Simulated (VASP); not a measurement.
Input of a VASP 6.6.1 run:

INCAR

```
SYSTEM = ZrH6Pb2
  PREC = Accurate
  ENCUT = 520
  EDIFF = 1E-7
  ISMEAR = 0
  SIGMA = 0.1
  LREAL = .False.
  LASPH = .True.
  NELM = 100
  ALGO = Normal
  ISIF = 2
  LWAVE = .False.
  LCHARG = .False.
  GGA = PE
  NBANDS = 33
```

File KPOINTS:

```
Automatic mesh
0
Gamma
  8 8 8
  0 0 0
```

The input POSCAR:

```
ZrH6Pb2
1.0
    0.0000000000      3.8522001126      3.8522001126
    3.8522001126      0.0000000000      3.8522001126
    3.8522001126      3.8522001126      0.0000000000
Zr H Pb
1 6 2
Direct
    0.0000000000      0.0000000000      0.0000000000
    0.7416118991      0.2583881009      0.2583881009
    0.2583881009      0.7416118991      0.2583881009
    0.2583881009      0.7416118991      0.7416118991
    0.7416118991      0.2583881009      0.7416118991
    0.2583881009      0.2583881009      0.7416118991
    0.7416118991      0.7416118991      0.2583881009
    0.2500000000      0.2500000000      0.2500000000
    0.7500000000      0.7500000000      0.7500000000
```

Potentials or basis: VASP PAW PBE potentials, release 64 (Zr_sv, H, Pb_d).

Launch:

```console
$ cat potpaw_PBE.64/Zr_sv/POTCAR potpaw_PBE.64/H/POTCAR potpaw_PBE.64/Pb_d/POTCAR > POTCAR
$ mpirun -np 1 vasp_std > vasp.out
```

Task: What does it give for the band gap on the k mesh?

Result: Zero (bands 23 and 24 overlap by 2.52 eV).

Task: Estimate the pressure.

Result: -0.1 GPa.

Caveat: spin-orbit coupling is left out, which moves the levels of the heavy elements.
